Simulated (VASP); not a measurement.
# GaN (kn) (Fm-3m) in VASP: single point with PBEsol

Aim: the single point of GaN (kn) with PBEsol.

Everything below comes from runs of VASP 6.6.1. Logs are shortened: lines on timing, memory, paths and dates and some standing lists are left out, and cuts for length are marked.

### Step 1. The cell of the first run

It takes space group Fm-3m (No. 225, cubic). The conventional cell has a = 4.220 Å, b = 4.220 Å, c = 4.220 Å, α = 90.00°, β = 90.00°, γ = 90.00°. Ga (site symmetry m-3m) has 6 N at 2.11 Å within 2.8 Å. Within 2.8 Å of N (site symmetry m-3m) lie 6 Ga at 2.11 Å.

### Step 2. Single point, PBEsol

Input file INCAR:

```
SYSTEM = GaN
PREC = Accurate
ENCUT = 600
EDIFF = 1E-6
ISMEAR = 0
SIGMA = 0.02
LREAL = .False.
LASPH = .True.
NELM = 120
ALGO = Normal
ISIF = 2
LWAVE = .False.
LCHARG = .True.
GGA = PS
LELF = .True.
LVHAR = .True.
NBANDS = 16
GGA_COMPAT = .False.
```

Input file KPOINTS:

```
Automatic mesh
0
Gamma
  8 8 8
  0 0 0
```

Input file POSCAR:

```
GaN
1.0
    0.0000000000      2.1099807563      2.1099807563
    2.1099807563      0.0000000000      2.1099807563
    2.1099807563      2.1099807563      0.0000000000
Ga N
1 1
Direct
    0.0000000000      0.0000000000      0.0000000000
    0.5000000000      0.5000000000      0.5000000000
```

Potentials or basis: VASP PAW PBE potentials, release 64 (Ga_d, N).

Command:

```
cat potpaw_PBE.64/Ga_d/POTCAR potpaw_PBE.64/N/POTCAR > POTCAR
mpirun -np 1 vasp_std > vasp.out
```

OUTCAR:

```text
SYSTEM = GaN
   PREC = Accurate
   ENCUT = 600
   EDIFF = 1E-6
   ISMEAR = 0
   LREAL = .False.
   LASPH = .True.
   NELM = 120
   ISIF = 2
   GGA = PS

 ion  position               nearest neighbor table
   1  0.000  0.000  0.000-   2 2.11   2 2.11   2 2.11   2 2.11   2 2.11   2 2.11
   2  0.500  0.500  0.500-   1 2.11   1 2.11   1 2.11   1 2.11   1 2.11   1 2.11

  LATTYP: Found a face centered cubic cell.
 ALAT       =     4.2199615126

  Lattice vectors:

 A1 = (   0.0000000000,   2.1099807563,   2.1099807563)
 A2 = (   2.1099807563,   0.0000000000,   2.1099807563)
 A3 = (   2.1099807563,   2.1099807563,   0.0000000000)

Analysis of symmetry for initial positions (statically):
=====================================================================
 Subroutine PRICEL returns:
 Original cell was already a primitive cell.

 Routine SETGRP: Setting up the symmetry group for a
 face centered cubic supercell.

 Subroutine GETGRP returns: Found 48 space group operations
 (whereof 48 operations were pure point group operations)
 out of a pool of 48 trial point group operations.

The static configuration has the point symmetry O_h .

Analysis of symmetry for dynamics (positions and initial velocities):
=====================================================================
 Subroutine PRICEL returns:
 Original cell was already a primitive cell.

 Routine SETGRP: Setting up the symmetry group for a
 face centered cubic supercell.

 Subroutine GETGRP returns: Found 48 space group operations
 (whereof 48 operations were pure point group operations)
 out of a pool of 48 trial point group operations.

The dynamic configuration has the point symmetry O_h .

 Subroutine INISYM returns: Found 48 space group operations
 (whereof 48 operations are pure point group operations),
 and found     1 'primitive' translations

----------------------------------------------------------------------------------------

                                     Primitive cell

  volume of cell :      18.7873

  direct lattice vectors                    reciprocal lattice vectors
     0.000000000  2.109980756  2.109980756    -0.236968986  0.236968986  0.236968986
     2.109980756  0.000000000  2.109980756     0.236968986 -0.236968986  0.236968986
     2.109980756  2.109980756  0.000000000     0.236968986  0.236968986 -0.236968986

  length of vectors
[... 74 lines left out ...]
   ISTART =      0    job   : 0-new  1-cont  2-samecut
   ICHARG =      2    charge: 1-file 2-atom 10-const
   ISPIN  =      1    spin polarized calculation?
   LNONCOLLINEAR =      F non collinear calculations
   LSORBIT =      F    spin-orbit coupling
   LASPH  =      T    aspherical Exc in radial PAW
   ENCUT  =  600.0 eV  44.10 Ry    6.64 a.u.   5.96  5.96  5.96*2*pi/ulx,y,z
   NELM   =    120;   NELMIN=  2; NELMDL= -5     # of ELM steps
   EDIFF  = 0.1E-05   stopping-criterion for ELM
   LREAL  =      F    real-space projection
   EDIFFG = 0.1E-04   stopping-criterion for IOM
   NSW    =      0    number of steps for IOM
   IBRION =     -1    ionic relax: 0-MD 1-quasi-New 2-CG
   NFREE  =      0    steps in history (QN), initial steepest desc. (CG)
   ISIF   =      2    stress and relaxation
   ISYM   =      2    0-nonsym 1-usesym 2-fastsym
   POTIM  = 0.5000    time-step for ionic-motion
   TEBEG  =    0.0;   TEEND  =   0.0 temperature during run
   PSTRESS=    0.0 pullay stress
   NELECT =      18.0000    total number of electrons
   NUPDOWN=      -1.0000    fix difference up-down
   EMIN   =  10.00;   EMAX   =-10.00  energy-range for DOS
   EFERMI =   0.00;   METHOD = LEGACY
   ISMEAR =     0;   SIGMA  =   0.02  broadening in eV -4-tet -1-fermi 0-gaus
   EFERMI_NEDOS =   21; number of points for ismear=-14 and -15
   IALGO  =     38    algorithm
   IMIX   =      4    mixing-type and parameters
     AMIX     =   0.40;   BMIX     =  1.00
     AMIX_MAG =   1.60;   BMIX_MAG =  1.00
  volume/ion in A,a.u.               =       9.39        63.39
  Fermi-wavevector in a.u.,A,eV,Ry     =   1.613902  3.049833 35.438820  2.604680
  Thomas-Fermi vector in A             =   2.708897
   LORBIT       =      0    0 simple, 1 ext, 2 COOP (PROOUT), +10 PAW based schemes
   GGA     = PS    functional components
   LHFCALC =     F    Hartree Fock is set to
   AEXX    =    0.0000 exact exchange contribution
   IVDW    =     0    specifies the selected vdW correction
   LEPSILON=     F    determine dielectric tensor
   LRPA    =     F    only Hartree local field effects (RPA)
 non-spin polarized calculation
 Gauss-broadening in eV      SIGMA  =   0.02
  energy-cutoff  :      600.00
  volume of cell :       18.79
 maximum number of plane-waves:       638
   NGX = 11   NGY = 11   NGZ = 11

 number of electron      18.0000008 magnetization

 Free energy of the ion-electron system (eV)
  ---------------------------------------------------
  ext. energy  EPLUGINS =         0.00000000
  ---------------------------------------------------
  free energy    TOTEN  =       -12.26008560 eV

  energy without entropy =      -12.26008560  energy(sigma->0) =      -12.26008560

 E-fermi :   7.9434     XC(G=0): -13.3063

 val. band max:        7.8161924244   @ k =  -0.2500   0.1250   0.0000
 cond. band min:       8.3745367893   @ k =   0.5000   0.5000   0.0000
 fundamental gap:      0.5583443649
 Fermi energy:         7.9434464344

 k-point     1 :       0.0000    0.0000    0.0000
  band No.  band energies     occupation
      1      -9.5325      2.00000
      2      -6.1009      2.00000
      3      -6.1009      2.00000
      4      -6.1009      2.00000
      5      -6.0030      2.00000
      6      -6.0030      2.00000
[... 433 lines left out ...]
      3      -6.1345      2.00000
      4      -6.0524      2.00000
      5      -5.8621      2.00000
      6      -4.5667      2.00000
[... 8 lines left out ...]
     15      26.7284      0.00000
     16      31.3886      0.00000

 [... further k-points ...]
[... 5 lines left out ...]
  --------------------------------------------------------------------------------------
  -------------------------------------------------------------------------------------
  Total        0.0140758      0.0140758      0.0140758      0.0000000      0.0000000     -0.0000000
  in kB        1.2003775      1.2003775      1.2003775      0.0000000      0.0000000     -0.0000000
  external PRESSURE =       1.2003775 kB  Pullay stress =       0.0000000 kB

 VOLUME and BASIS-vectors are now :
 -----------------------------------------------------------------------------
  energy-cutoff  :      600.00
  volume of cell :       18.79
      direct lattice vectors                 reciprocal lattice vectors
     0.000000000  2.109980756  2.109980756    -0.236968986  0.236968986  0.236968986
     2.109980756  0.000000000  2.109980756     0.236968986 -0.236968986  0.236968986
     2.109980756  2.109980756  0.000000000     0.236968986  0.236968986 -0.236968986

 POSITION                                       TOTAL-FORCE (eV/Angst)
 -----------------------------------------------------------------------------------
      0.00000      0.00000      0.00000         0.000000      0.000000      0.000000
      2.10998      2.10998      2.10998         0.000000      0.000000      0.000000
 -----------------------------------------------------------------------------------
    total drift:                                0.000000     -0.000000     -0.000000

  FREE ENERGIE OF THE ION-ELECTRON SYSTEM (eV)
  ---------------------------------------------------
  free  energy   TOTEN  =       -12.2600855977 eV

  energy  without entropy=      -12.2600855977  energy(sigma->0) =      -12.26008560
```

stdout:

```text
POSCAR found type information on POSCAR GaN
 POSCAR found :  2 types and       2 ions
 scaLAPACK will be used
 -----------------------------------------------------------------------------
|                                                                             |
|                                                                             |
|     You enforced a specific xc type in the INCAR file but a different       |
|     I HOPE YOU KNOW WHAT YOU ARE DOING!                                     |
|                                                                             |
 -----------------------------------------------------------------------------

 LDA part: xc-table for (Slater+PW92), standard interpolation
 POSCAR, INCAR and KPOINTS ok, starting setup
 FFT: planning ... GRIDC
 FFT: planning ... GRID_SOFT
 FFT: planning ... GRID
 WAVECAR not read
 entering main loop
```

It took 19 s on 1 thread of Intel Xeon 8259CL, shared host; peak memory 0.14 GiB.

Results:

- Free energy: -12.2601 eV
- Pressure: 0.1 GPa
- Band gap on the k mesh: 0.56 eV, indirect (least direct gap 2.81 eV)

Levels at points of the mesh, in eV from the valence-band top:
```csv
k point,band 5,band 6,band 7,band 8,band 9,band 10,band 11,band 12,band 13,band 14
"(0.00, 0.00, 0.00)",-13.82,-13.82,-0.51,-0.51,-0.51,2.30,14.65,14.65,14.65,15.80
"(0.50, 0.00, 0.00)",-13.68,-13.68,-8.33,-0.15,-0.15,4.64,9.02,9.02,9.46,16.26
"(0.50, 0.50, 0.00)",-13.63,-10.88,-7.22,-3.08,-3.08,0.56,7.70,11.92,14.49,14.49
```

Caveat: the PAW data sets were made with another functional, which shifts forces and pressure a little.
